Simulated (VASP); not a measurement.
# Rh (Pm-3m) in VASP: single point with PBEsol

Aim: the single point of Rh with PBEsol.

Everything below comes from runs of VASP 6.6.1. Logs are shortened: lines on timing, memory, paths and dates and some standing lists are left out, and cuts for length are marked.

### 1 The cell of the first run

It takes space group Pm-3m (No. 221, cubic). Conventional cell: a = 3.910 Å, b = 3.910 Å, c = 3.910 Å, α = 90.00°, β = 90.00°, γ = 90.00°. Within 5.1 Å of Rh (site symmetry m-3m) lie 6 Rh at 3.91 Å.

### 2 Single point, PBEsol

Contents of INCAR:

```
SYSTEM = Rh
ALGO     = Normal         ! electronic algorithm
EDIFF    = 1E-6           ! SCF threshold, eV
ENCUT    = 520            ! plane-wave cutoff, eV
GGA      = PS             ! functional
ISIF     = 2              ! what is computed and relaxed
ISMEAR   = 1              ! smearing method
LASPH    = .TRUE.         ! aspherical terms in the spheres
LCHARG   = .FALSE.        ! write CHGCAR
LREAL    = .FALSE.        ! projectors in reciprocal space
LWAVE    = .FALSE.        ! write WAVECAR
NBANDS   = 14             ! bands
NELM     = 100            ! most SCF steps
PREC     = Accurate       ! precision mode
SIGMA    = 0.1            ! smearing width, eV
```

Contents of KPOINTS:

```
k-points
0
G
  6 6 6
  0 0 0
```

Contents of POSCAR:

```
Rh
1.0
    3.9098690000      0.0000000000      0.0000000000
    0.0000000000      3.9098690000      0.0000000000
    0.0000000000      0.0000000000      3.9098690000
Rh
1
Direct
    0.5000000000      0.5000000000      0.5000000000
```

Potentials or basis: VASP PAW PBE potentials, release 64 (Rh_pv).

Launch:

```bash
cat potpaw_PBE.64/Rh_pv/POTCAR > POTCAR
mpirun -np 1 vasp_std > vasp.out
```

OUTCAR:

```text
SYSTEM = Rh
   EDIFF = 1E-6
   ENCUT = 520
   GGA = PS
   ISIF = 2
   ISMEAR = 1
   LASPH = .TRUE.
   LREAL = .FALSE.
   NELM = 100
   PREC = Accurate

 ion  position               nearest neighbor table
   1  0.500  0.500  0.500-

  LATTYP: Found a simple cubic cell.
 ALAT       =     3.9098690000

  Lattice vectors:

 A1 = (   3.9098690000,   0.0000000000,   0.0000000000)
 A2 = (   0.0000000000,   3.9098690000,   0.0000000000)
 A3 = (   0.0000000000,   0.0000000000,   3.9098690000)

Analysis of symmetry for initial positions (statically):
=====================================================================
 Subroutine PRICEL returns:
 Original cell was already a primitive cell.

 Routine SETGRP: Setting up the symmetry group for a
 simple cubic supercell.

 Subroutine GETGRP returns: Found 48 space group operations
 (whereof 48 operations were pure point group operations)
 out of a pool of 48 trial point group operations.

The static configuration has the point symmetry O_h .

Analysis of symmetry for dynamics (positions and initial velocities):
=====================================================================
 Subroutine PRICEL returns:
 Original cell was already a primitive cell.

 Routine SETGRP: Setting up the symmetry group for a
 simple cubic supercell.

 Subroutine GETGRP returns: Found 48 space group operations
 (whereof 48 operations were pure point group operations)
 out of a pool of 48 trial point group operations.

The dynamic configuration has the point symmetry O_h .

 Subroutine INISYM returns: Found 48 space group operations
 (whereof 48 operations are pure point group operations),
 and found     1 'primitive' translations

----------------------------------------------------------------------------------------

                                     Primitive cell

  volume of cell :      59.7705

  direct lattice vectors                    reciprocal lattice vectors
     3.909869000  0.000000000  0.000000000     0.255763045  0.000000000  0.000000000
     0.000000000  3.909869000  0.000000000     0.000000000  0.255763045  0.000000000
     0.000000000  0.000000000  3.909869000     0.000000000  0.000000000  0.255763045

  length of vectors
     3.909869000  3.909869000  3.909869000     0.255763045  0.255763045  0.255763045

  position of ions in fractional coordinates (direct lattice)
     0.500000000  0.500000000  0.500000000

  ion indices of the primitive-cell ions
   primitive index   ion index
                 1           1

----------------------------------------------------------------------------------------

 KPOINTS: k-points

Automatic generation of k-mesh.
 Grid dimensions read from file:
 generate k-points for:    6    6    6

 Generating k-lattice:

  Cartesian coordinates                     Fractional coordinates (reciprocal lattice)
     0.042627174  0.000000000  0.000000000     0.166666667  0.000000000  0.000000000
     0.000000000  0.042627174  0.000000000     0.000000000  0.166666667  0.000000000
     0.000000000  0.000000000  0.042627174     0.000000000  0.000000000  0.166666667

  Length of vectors
     0.042627174  0.042627174  0.042627174

  Shift w.r.t. Gamma in fractional coordinates (k-lattice)
     0.000000000  0.000000000  0.000000000

 Subroutine IBZKPT returns following result:
 ===========================================

 Found     20 irreducible k-points:

 Following reciprocal coordinates:
            Coordinates               Weight
  0.000000  0.000000  0.000000      1.000000
  0.166667  0.000000  0.000000      6.000000
  0.333333  0.000000  0.000000      6.000000
  0.500000  0.000000  0.000000      3.000000
  0.166667  0.166667  0.000000     12.000000
  0.333333  0.166667  0.000000     24.000000
[... 12 lines left out ...]
  0.500000  0.500000  0.333333      6.000000
  0.500000  0.500000  0.500000      1.000000
   k-points           NKPTS =     20   k-points in BZ     NKDIM =     20   number of bands    NBANDS=     14
   number of dos      NEDOS =    301   number of ions     NIONS =      1
   total plane-waves  NPLWV =  27000
   dimension x,y,z NGX =    30 NGY =   30 NGZ =   30
   dimension x,y,z NGXF=    60 NGYF=   60 NGZF=   60
   ions per type =               1
   NGX,Y,Z   is equivalent  to a cutoff of  12.76, 12.76, 12.76 a.u.
   NGXF,Y,Z  is equivalent  to a cutoff of  25.51, 25.51, 25.51 a.u.
 SYSTEM =  Rh
   PREC   = accura    normal or accurate (medium, high low for compatibility)
   ISTART =      0    job   : 0-new  1-cont  2-samecut
   ICHARG =      2    charge: 1-file 2-atom 10-const
   ISPIN  =      1    spin polarized calculation?
   LNONCOLLINEAR =      F non collinear calculations
   LSORBIT =      F    spin-orbit coupling
   LASPH  =      T    aspherical Exc in radial PAW
   ENCUT  =  520.0 eV  38.22 Ry    6.18 a.u.   7.27  7.27  7.27*2*pi/ulx,y,z
   NELM   =    100;   NELMIN=  2; NELMDL= -5     # of ELM steps
   EDIFF  = 0.1E-05   stopping-criterion for ELM
   LREAL  =      F    real-space projection
   EDIFFG = 0.1E-04   stopping-criterion for IOM
   NSW    =      0    number of steps for IOM
   IBRION =     -1    ionic relax: 0-MD 1-quasi-New 2-CG
   NFREE  =      0    steps in history (QN), initial steepest desc. (CG)
   ISIF   =      2    stress and relaxation
   ISYM   =      2    0-nonsym 1-usesym 2-fastsym
   POTIM  = 0.5000    time-step for ionic-motion
   TEBEG  =    0.0;   TEEND  =   0.0 temperature during run
   PSTRESS=    0.0 pullay stress
   NELECT =      15.0000    total number of electrons
   NUPDOWN=      -1.0000    fix difference up-down
   EMIN   =  10.00;   EMAX   =-10.00  energy-range for DOS
   EFERMI =   0.00;   METHOD = LEGACY
   ISMEAR =     1;   SIGMA  =   0.10  broadening in eV -4-tet -1-fermi 0-gaus
   EFERMI_NEDOS =   21; number of points for ismear=-14 and -15
   IALGO  =     38    algorithm
   IMIX   =      4    mixing-type and parameters
     AMIX     =   0.40;   BMIX     =  1.00
     AMIX_MAG =   1.60;   BMIX_MAG =  1.00
  volume/ion in A,a.u.               =      59.77       403.35
  Fermi-wavevector in a.u.,A,eV,Ry     =   1.032626  1.951380 14.508115  1.066316
  Thomas-Fermi vector in A             =   2.166833
   LORBIT       =      0    0 simple, 1 ext, 2 COOP (PROOUT), +10 PAW based schemes
   GGA     = PS    functional components
   LHFCALC =     F    Hartree Fock is set to
   AEXX    =    0.0000 exact exchange contribution
   IVDW    =     0    specifies the selected vdW correction
   LEPSILON=     F    determine dielectric tensor
   LRPA    =     F    only Hartree local field effects (RPA)
 non-spin polarized calculation
 Methfessel and Paxton  Order N= 1 SIGMA  =   0.10
  energy-cutoff  :      520.00
  volume of cell :       59.77
 maximum number of plane-waves:      1640
 NGX is ok and might be reduce to    30
   NGX = 15   NGY = 15   NGZ = 15

 number of electron      15.0000001 magnetization

 Free energy of the ion-electron system (eV)
  ---------------------------------------------------
  ext. energy  EPLUGINS =         0.00000000
  ---------------------------------------------------
  free energy    TOTEN  =        -2.38392120 eV

  energy without entropy =       -2.37333562  energy(sigma->0) =       -2.38039268

 E-fermi :  -1.2938     XC(G=0):  -6.6023

 val. band max:       -1.3144211317   @ k =   0.1667   0.1667   0.1667
 cond. band min:      -1.2918716542   @ k =   0.1667   0.0000   0.0000
 fundamental gap:      0.0225494775
 Fermi energy:        -1.2937675436

 k-point     1 :       0.0000    0.0000    0.0000
  band No.  band energies     occupation
      1     -45.7913      2.00000
      2     -45.7913      2.00000
      3     -45.7913      2.00000
      4      -2.7852      2.00000
      5      -1.9925      2.00000
      6      -1.9925      2.00000
      7      -1.2349      0.17072
      8      -1.2349      0.17072
      9      -1.2349      0.17072
     10       7.2550      0.00000
     11       7.2550      0.00000
     12       7.2550      0.00000
     13       9.2090      0.00000
     14       9.9826      0.00000

 k-point     2 :       0.1667    0.0000    0.0000
  band No.  band energies     occupation
      1     -45.7923      2.00000
      2     -45.7912      2.00000
      3     -45.7912      2.00000
      4      -2.5264      2.00000
      5      -1.9754      2.00000
      6      -1.8709      2.00000
      7      -1.2919      0.96792
      8      -1.2919      0.96792
      9      -1.2302      0.12901
     10       5.1014      0.00000
     11       7.5888      0.00000
     12       7.5888      0.00000
     13       9.6178      0.00000
     14      10.1113      0.00000

 k-point     3 :       0.3333    0.0000    0.0000
  band No.  band energies     occupation
      1     -45.7944      2.00000
      2     -45.7911      2.00000
      3     -45.7911      2.00000
      4      -2.1258      2.00000
      5      -1.9409      2.00000
      6      -1.4009      2.06209
      7      -1.4009      2.06209
      8      -1.2206      0.05892
      9      -1.2029     -0.02583
     10       2.5415      0.00000
     11       8.4339      0.00000
     12       8.4339      0.00000
     13      10.1159      0.00000
     14      10.4902      0.00000
[... 256 lines left out ...]
 k-point    19 :       0.5000    0.5000    0.3333
  band No.  band energies     occupation
      1     -45.7949      2.00000
      2     -45.7949      2.00000
      3     -45.7938      2.00000
      4      -1.8133      2.00000
      5      -1.7035      2.00000
      6      -1.7035      2.00000
      7      -1.2701      0.61127
      8      -1.0690     -0.00664
      9       2.5488      0.00000
     10       3.6411      0.00000
     11       3.6411      0.00000
     12       6.2095      0.00000
     13       6.4019      0.00000
     14       8.7169      0.00000

 k-point    20 :       0.5000    0.5000    0.5000
  band No.  band energies     occupation
      1     -45.7948      2.00000
      2     -45.7948      2.00000
      3     -45.7948      2.00000
      4      -1.7854      2.00000
      5      -1.7854      2.00000
      6      -1.7854      2.00000
      7      -1.0659     -0.00587
      8      -1.0659     -0.00587
      9       3.7570      0.00000
     10       4.1861      0.00000
     11       4.1861      0.00000
     12       4.1861      0.00000
     13       7.2499      0.00000
     14       7.7718      0.00000

------------------------ aborting loop because EDIFF is reached ----------------------------------------

  FORCE on cell =-STRESS in cart. coord.  units (eV):
  Direction    XX          YY          ZZ          XY          YZ          ZX
  --------------------------------------------------------------------------------------
  -------------------------------------------------------------------------------------
  Total       -2.5506933     -2.5506933     -2.5506933      0.0000000     -0.0000000      0.0000000
  in kB      -68.3726174    -68.3726174    -68.3726174      0.0000000     -0.0000000      0.0000000
  external PRESSURE =     -68.3726174 kB  Pullay stress =       0.0000000 kB

 VOLUME and BASIS-vectors are now :
 -----------------------------------------------------------------------------
  energy-cutoff  :      520.00
  volume of cell :       59.77
      direct lattice vectors                 reciprocal lattice vectors
     3.909869000  0.000000000  0.000000000     0.255763045  0.000000000  0.000000000
     0.000000000  3.909869000  0.000000000     0.000000000  0.255763045  0.000000000
     0.000000000  0.000000000  3.909869000     0.000000000  0.000000000  0.255763045

 POSITION                                       TOTAL-FORCE (eV/Angst)
 -----------------------------------------------------------------------------------
      1.95493      1.95493      1.95493         0.000000      0.000000      0.000000
 -----------------------------------------------------------------------------------
    total drift:                                0.000000      0.000000      0.000000

  FREE ENERGIE OF THE ION-ELECTRON SYSTEM (eV)
  ---------------------------------------------------
  free  energy   TOTEN  =        -2.3839212046 eV

  energy  without entropy=       -2.3733356185  energy(sigma->0) =       -2.38039268
```

Run time: 11 s. Hardware: 1 thread of Intel Xeon 6975P-C, shared host; peak memory 0.17 GiB.

Results:

| Item | Value |
| --- | --- |
| Free energy | -2.3839 eV |
| Pressure | -6.8 GPa |

Caveat: the PAW data sets were made with another functional, which shifts forces and pressure a little.
